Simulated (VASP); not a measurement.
# HfH2 (I4/mmm) in VASP: electric field gradients with LDA

Aim: the electric field gradients of HfH2 with LDA.

Everything below comes from runs of VASP 6.6.1. Logs are shortened: lines on timing, memory, paths and dates and some standing lists are left out, and cuts for length are marked.

### 1 The cell of the first run

Symmetry: I4/mmm, No. 139, tetragonal system. The conventional cell has a = 3.432 Å, b = 3.432 Å, c = 4.228 Å, α = 90.00°, β = 90.00°, γ = 90.00°. Within 2.7 Å of Hf (site symmetry 4/mmm) lie 8 H at 2.02 Å. Within 2.7 Å of H (site symmetry -4m2) lie 4 Hf at 2.02 Å and 6 H at 2.11 to 2.43 Å.

### 2 Electric field gradients, LDA

Contents of INCAR:

```
SYSTEM = HfH2
  ALGO = Normal
  EDIFF = 1E-8
  ENCUT = 520
  GGA = CA
  ISIF = 2
  ISMEAR = -1
  LASPH = .True.
  LCHARG = .False.
  LEFG = .True.
  LREAL = .False.
  LWAVE = .False.
  NBANDS = 13
  NELM = 80
  PREC = Accurate
  SIGMA = 0.15
```

Contents of KPOINTS:

```
k-points
0
Gamma
  18 18 18
  0 0 0
```

Contents of POSCAR:

```
HfH2
1.0
   -1.7158863517      1.7158863517      2.1141108667
    1.7158863517     -1.7158863517      2.1141108667
    1.7158863517      1.7158863517     -2.1141108667
Hf H
1 2
Direct
    0.0000000000      0.0000000000      0.0000000000
    0.7500000000      0.2500000000      0.5000000000
    0.2500000000      0.7500000000      0.5000000000
```

Potentials or basis: VASP PAW LDA potentials, release 64 (Hf_pv, H).

Started as:

```
> cat potpaw_LDA.64/Hf_pv/POTCAR potpaw_LDA.64/H/POTCAR > POTCAR
> mpirun -np 1 vasp_std > vasp.out
```

OUTCAR:

```text
SYSTEM = HfH2
   EDIFF = 1E-8
   ENCUT = 520
   GGA = CA
   ISIF = 2
   ISMEAR = -1
   LASPH = .True.
   LREAL = .False.
   NELM = 80
   PREC = Accurate

 ion  position               nearest neighbor table
   1  0.000  0.000  0.000-   2 2.02   3 2.02   2 2.02   3 2.02   2 2.02   3 2.02   2 2.02   3 2.02

   2  0.750  0.250  0.500-   1 2.02   1 2.02   1 2.02   1 2.02
   3  0.250  0.750  0.500-   1 2.02   1 2.02   1 2.02   1 2.02

  LATTYP: Found a body centered tetragonal cell.
 ALAT       =     3.4317727034
 C/A-ratio  =     1.2320809386

  Lattice vectors:

 A1 = (  -1.7158863517,   1.7158863517,   2.1141108667)
 A2 = (   1.7158863517,  -1.7158863517,   2.1141108667)
 A3 = (   1.7158863517,   1.7158863517,  -2.1141108667)

Analysis of symmetry for initial positions (statically):
=====================================================================
 Subroutine PRICEL returns:
 Original cell was already a primitive cell.

 Routine SETGRP: Setting up the symmetry group for a
 body centered tetragonal supercell.

 Subroutine GETGRP returns: Found 16 space group operations
 (whereof 16 operations were pure point group operations)
 out of a pool of 16 trial point group operations.

The static configuration has the point symmetry D_4h.

Analysis of symmetry for dynamics (positions and initial velocities):
=====================================================================
 Subroutine PRICEL returns:
 Original cell was already a primitive cell.

 Routine SETGRP: Setting up the symmetry group for a
 body centered tetragonal supercell.

 Subroutine GETGRP returns: Found 16 space group operations
 (whereof 16 operations were pure point group operations)
 out of a pool of 16 trial point group operations.

The dynamic configuration has the point symmetry D_4h.

 Subroutine INISYM returns: Found 16 space group operations
 (whereof 16 operations are pure point group operations),
 and found     1 'primitive' translations

----------------------------------------------------------------------------------------

                                     Primitive cell

  volume of cell :      24.8980

  direct lattice vectors                    reciprocal lattice vectors
    -1.715886352  1.715886352  2.114110867     0.000000000  0.291394590  0.236506045
     1.715886352 -1.715886352  2.114110867     0.291394590  0.000000000  0.236506045
     1.715886352  1.715886352 -2.114110867     0.291394590  0.291394590  0.000000000

  length of vectors
     3.218384175  3.218384175  3.218384175     0.375294440  0.375294440  0.412094181

  position of ions in fractional coordinates (direct lattice)
     0.000000000  0.000000000  0.000000000
     0.750000000  0.250000000  0.500000000
     0.250000000  0.750000000  0.500000000

  ion indices of the primitive-cell ions
   primitive index   ion index
                 1           1
                 2           2
                 3           3

----------------------------------------------------------------------------------------

 KPOINTS: k-points

Automatic generation of k-mesh.
 Grid dimensions read from file:
 generate k-points for:   18   18   18

 Generating k-lattice:

  Cartesian coordinates                     Fractional coordinates (reciprocal lattice)
     0.000000000  0.016188588  0.013139225     0.055555556  0.000000000 -0.000000000
     0.016188588  0.000000000  0.013139225     0.000000000  0.055555556 -0.000000000
     0.016188588  0.016188588  0.000000000     0.000000000  0.000000000  0.055555556

  Length of vectors
     0.020849691  0.020849691  0.022894121

  Shift w.r.t. Gamma in fractional coordinates (k-lattice)
     0.000000000  0.000000000  0.000000000

 Subroutine IBZKPT returns following result:
 ===========================================

 Found    480 irreducible k-points:

 Following reciprocal coordinates:
            Coordinates               Weight
  0.000000  0.000000  0.000000      1.000000
  0.055556 -0.000000  0.000000      8.000000
  0.111111 -0.000000  0.000000      8.000000
  0.166667 -0.000000  0.000000      8.000000
  0.222222  0.000000  0.000000      8.000000
  0.277778 -0.000000  0.000000      8.000000
[... 16 lines left out ...]
 -0.277778  0.055556 -0.000000     16.000000
 -0.222222  0.055556  0.000000     16.000000
 [... further k-points ...]
   k-points           NKPTS =    480   k-points in BZ     NKDIM =    480   number of bands    NBANDS=     13
   number of dos      NEDOS =    301   number of ions     NIONS =      3
   total plane-waves  NPLWV =  13824
   dimension x,y,z NGX =    24 NGY =   24 NGZ =   24
   dimension x,y,z NGXF=    48 NGYF=   48 NGZF=   48
   ions per type =               1   2
   NGX,Y,Z   is equivalent  to a cutoff of  12.40, 12.40, 12.40 a.u.
   NGXF,Y,Z  is equivalent  to a cutoff of  24.79, 24.79, 24.79 a.u.
 SYSTEM =  HfH2
   PREC   = accura    normal or accurate (medium, high low for compatibility)
   ISTART =      0    job   : 0-new  1-cont  2-samecut
   ICHARG =      2    charge: 1-file 2-atom 10-const
   ISPIN  =      1    spin polarized calculation?
   LNONCOLLINEAR =      F non collinear calculations
   LSORBIT =      F    spin-orbit coupling
   LASPH  =      T    aspherical Exc in radial PAW
   ENCUT  =  520.0 eV  38.22 Ry    6.18 a.u.   5.98  5.98  5.98*2*pi/ulx,y,z
   NELM   =     80;   NELMIN=  2; NELMDL= -5     # of ELM steps
   EDIFF  = 0.1E-07   stopping-criterion for ELM
   LREAL  =      F    real-space projection
   EDIFFG = 0.1E-06   stopping-criterion for IOM
   NSW    =      0    number of steps for IOM
   IBRION =     -1    ionic relax: 0-MD 1-quasi-New 2-CG
   NFREE  =      0    steps in history (QN), initial steepest desc. (CG)
   ISIF   =      2    stress and relaxation
   ISYM   =      2    0-nonsym 1-usesym 2-fastsym
   POTIM  = 0.5000    time-step for ionic-motion
   TEBEG  =    0.0;   TEEND  =   0.0 temperature during run
   PSTRESS=    0.0 pullay stress
   NELECT =      12.0000    total number of electrons
   NUPDOWN=      -1.0000    fix difference up-down
   EMIN   =  10.00;   EMAX   =-10.00  energy-range for DOS
   EFERMI =   0.00;   METHOD = LEGACY
   ISMEAR =    -1;   SIGMA  =   0.15  broadening in eV -4-tet -1-fermi 0-gaus
   EFERMI_NEDOS =   21; number of points for ismear=-14 and -15
   IALGO  =     38    algorithm
   IMIX   =      4    mixing-type and parameters
     AMIX     =   0.40;   BMIX     =  1.00
     AMIX_MAG =   1.60;   BMIX_MAG =  1.00
  volume/ion in A,a.u.               =       8.30        56.01
  Fermi-wavevector in a.u.,A,eV,Ry     =   1.283553  2.425563 22.415695  1.647507
  Thomas-Fermi vector in A             =   2.415799
   LORBIT       =      0    0 simple, 1 ext, 2 COOP (PROOUT), +10 PAW based schemes
   GGA     = CA    functional components
   LHFCALC =     F    Hartree Fock is set to
   AEXX    =    0.0000 exact exchange contribution
   IVDW    =     0    specifies the selected vdW correction
   LEPSILON=     F    determine dielectric tensor
   LRPA    =     F    only Hartree local field effects (RPA)
 non-spin polarized calculation
  energy-cutoff  :      520.00
  volume of cell :       24.90
 maximum number of plane-waves:       689
   NGX = 11   NGY = 11   NGZ = 11

 number of electron      12.0000003 magnetization

 Free energy of the ion-electron system (eV)
  ---------------------------------------------------
  ext. energy  EPLUGINS =         0.00000000
  ---------------------------------------------------
  free energy    TOTEN  =       -19.51812806 eV

  energy without entropy =      -19.47458114  energy(sigma->0) =      -19.49635460

 E-fermi :   5.6001     XC(G=0): -11.8677

 val. band max:        5.5971731141   @ k =  -0.1111   0.1667   0.0556
 cond. band min:       5.6160421718   @ k =  -0.1667  -0.1667   0.1667
 fundamental gap:      0.0188690577
 Fermi energy:         5.6001171220

 k-point     1 :       0.0000    0.0000    0.0000
  band No.  band energies     occupation
      1     -24.9890      2.00000
      2     -24.9890      2.00000
      3     -24.9257      2.00000
      4      -5.8656      2.00000
      5       4.5303      1.99840
      6       5.0832      1.93824
      7       5.0832      1.93824
      8       6.0109      0.12148
      9       7.4281      0.00001
     10       8.9692      0.00000
     11      17.3710      0.00000
     12      17.6853      0.00000
     13      17.6853      0.00000

 k-point     2 :       0.0556   -0.0000    0.0000
  band No.  band energies     occupation
      1     -25.0048      2.00000
      2     -24.9936      2.00000
      3     -24.9341      2.00000
      4      -5.7728      2.00000
      5       3.7213      1.99999
      6       5.1247      1.91931
      7       5.5224      1.25340
      8       6.5345      0.00393
      9       7.4011      0.00001
     10       8.9010      0.00000
     11      16.8841      0.00000
     12      17.3765      0.00000
     13      17.8803      0.00000

 k-point     3 :       0.1111   -0.0000    0.0000
  band No.  band energies     occupation
      1     -25.0612      2.00000
      2     -25.0067      2.00000
      3     -24.9465      2.00000
      4      -5.5028      2.00000
      5       2.7384      2.00000
      6       5.2217      1.85142
      7       5.7717      0.48315
      8       7.3652      0.00002
      9       7.6882      0.00000
     10       8.7534      0.00000
     11      15.9558      0.00000
     12      17.3745      0.00000
     13      18.4436      0.00000
[... 305 lines left out ...]
 k-point    23 :      -0.2778    0.0556   -0.0000
  band No.  band energies     occupation
      1     -25.3532      2.00000
      2     -25.0676      2.00000
      3     -24.9779      2.00000
      4      -4.1455      2.00000
      5       0.8347      2.00000
      6       5.1800      1.88546
      7       6.3410      0.01422
      8       7.7168      0.00000
      9       8.6126      0.00000
     10      10.9383      0.00000
     11      14.6832      0.00000
     12      16.8108      0.00000
     13      17.4132      0.00000

 k-point    24 :      -0.2222    0.0556    0.0000
  band No.  band energies     occupation
      1     -25.2358      2.00000
      2     -25.0409      2.00000
      3     -24.9693      2.00000
      4      -4.6952      2.00000
      5       1.3676      2.00000
      6       5.3495      1.68334
      7       6.2462      0.02659
      8       7.2804      0.00003
      9       8.4665      0.00000
     10       9.9485      0.00000
     11      14.9752      0.00000
     12      17.3632      0.00000
     13      18.4889      0.00000

 [... further k-points ...]

------------------------ aborting loop because EDIFF is reached ----------------------------------------

  FORCE on cell =-STRESS in cart. coord.  units (eV):
  Direction    XX          YY          ZZ          XY          YZ          ZX
  --------------------------------------------------------------------------------------
  -------------------------------------------------------------------------------------
  Total       -0.0067348     -0.0067348     -0.0094312      0.0000000     -0.0000000      0.0000000
  in kB       -0.4333797     -0.4333797     -0.6068936      0.0000000     -0.0000000      0.0000000
  external PRESSURE =      -0.4912177 kB  Pullay stress =       0.0000000 kB

 VOLUME and BASIS-vectors are now :
 -----------------------------------------------------------------------------
  energy-cutoff  :      520.00
  volume of cell :       24.90
      direct lattice vectors                 reciprocal lattice vectors
    -1.715886352  1.715886352  2.114110867     0.000000000  0.291394590  0.236506045
     1.715886352 -1.715886352  2.114110867     0.291394590  0.000000000  0.236506045
     1.715886352  1.715886352 -2.114110867     0.291394590  0.291394590  0.000000000

 POSITION                                       TOTAL-FORCE (eV/Angst)
 -----------------------------------------------------------------------------------
      0.00000      0.00000      0.00000         0.000000      0.000000      0.000000
      0.00000      1.71589      1.05706        -0.000000      0.000000      0.000000
      1.71589      0.00000      1.05706         0.000000     -0.000000     -0.000000
 -----------------------------------------------------------------------------------
    total drift:                                0.000000      0.000000      0.000000

  FREE ENERGIE OF THE ION-ELECTRON SYSTEM (eV)
  ---------------------------------------------------
  free  energy   TOTEN  =       -19.5181280613 eV

  energy  without entropy=      -19.4745811383  energy(sigma->0) =      -19.49635460

 Electric field gradients (V/A^2)
---------------------------------------------------------------------
 ion       V_xx      V_yy      V_zz      V_xy      V_xz      V_yz
---------------------------------------------------------------------
   1      14.536    14.536   -29.073     0.001     0.000     0.000
   2       0.195     0.195    -0.391     0.001     0.001     0.001
   3       0.195     0.195    -0.391     0.001     0.001     0.001
---------------------------------------------------------------------

 Electric field gradients after diagonalization (V/A^2)
 (convention: |V_zz| > |V_xx| > |V_yy|)
----------------------------------------------------------------------
 ion       V_xx      V_yy      V_zz     asymmetry (V_yy - V_xx)/ V_zz
----------------------------------------------------------------------
   1      14.537    14.536   -29.073       0.000
   2       0.196     0.194    -0.391       0.005
   3       0.196     0.194    -0.391       0.005
----------------------------------------------------------------------

           NMR quadrupolar parameters

 Cq : quadrupolar parameter    Cq=e*Q*V_zz/h
 eta: asymmetry parameters     (V_yy - V_xx)/ V_zz
 Q  : nuclear electric quadrupole moment in mb (millibarn)
----------------------------------------------------------------------
 ion       Cq(MHz)       eta       Q (mb)
----------------------------------------------------------------------
   1      -0.070       0.000       1.000
   2      -0.001       0.005       1.000
   3      -0.001       0.005       1.000
----------------------------------------------------------------------
```

It took 39 s on 1 thread of Intel Xeon 6975P-C (Granite Rapids), shared host; peak memory 0.26 GiB.

Results:

| Item | Value |
| --- | --- |
| Free energy | -19.5181 eV |
| Pressure | 0.0 GPa |
| Band gap on the k mesh | zero (bands 6 and 7 overlap by 1.01 eV) |
| Largest electric field gradient by atom | Hf -29.1; H -0.4 V/Å² |

Electric field gradients, principal values (V/Å²):
| atom | least | middle | greatest (by size) |
| --- | --- | --- | --- |
| 1 Hf | 14.536 | 14.537 | -29.073 |
| 2 H | 0.194 | 0.196 | -0.391 |
| 3 H | 0.194 | 0.196 | -0.391 |

Caveat: without QUAD_EFG the Cq values of the log hold for a quadrupole moment of 1 mb, not for the nuclei; spin-orbit coupling is left out, which moves the levels of the heavy elements.
